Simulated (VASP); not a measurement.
Input of a VASP 6.6.1 run:

The input INCAR:

```
SYSTEM = Ta6C
PREC = Accurate ; ENCUT = 520
EDIFF = 1E-6 ; ISMEAR = 0
SIGMA = 0.1 ; LREAL = .FALSE.
LASPH = .TRUE. ; NELM = 60
ALGO = Normal ; ISIF = 2
LWAVE = .FALSE. ; LCHARG = .FALSE.
LDIPOL = .TRUE. ; IDIPOL = 3
DIPOL = 0.5 0.5 0.333 ; GGA = PE
NBANDS = 44
```

KPOINTS

```
Automatic mesh
0
G
  6 6 1
  0 0 0
```

File POSCAR:

```
Ta6C
1.0
    4.6937283334      0.0000000000      0.0000000000
   -2.3468641667      4.0648879751      0.0000000000
    0.0000000000      0.0000000000     19.9881921067
Ta C
6 1
Direct
    0.6666666667      0.3333333333      0.2001181487
    0.3333333333      0.6666666666      0.2480516125
    0.0000000000      0.0000000000      0.2959850764
    0.6666666667      0.3333333333      0.3401842440
    0.3333333333      0.6666666666      0.3819724415
    0.0000000000      0.0000000000      0.4246603225
    0.8888888889      0.4444444444      0.4371000785
```

Potentials or basis: VASP PAW PBE potentials, release 64 (Ta_pv, C).

The run is started by

```console
$ cat potpaw_PBE.64/Ta_pv/POTCAR potpaw_PBE.64/C/POTCAR > POTCAR
$ mpirun -np 1 vasp_std > vasp.out
```

(1) Estimate the largest force.

(2) Predict the band gap on the k mesh.

Answers

(1) 2.541 eV/Å.

(2) zero (bands 35 and 36 overlap by 0.11 eV).

Caveat: spin-orbit coupling is left out, which moves the levels of the heavy elements.
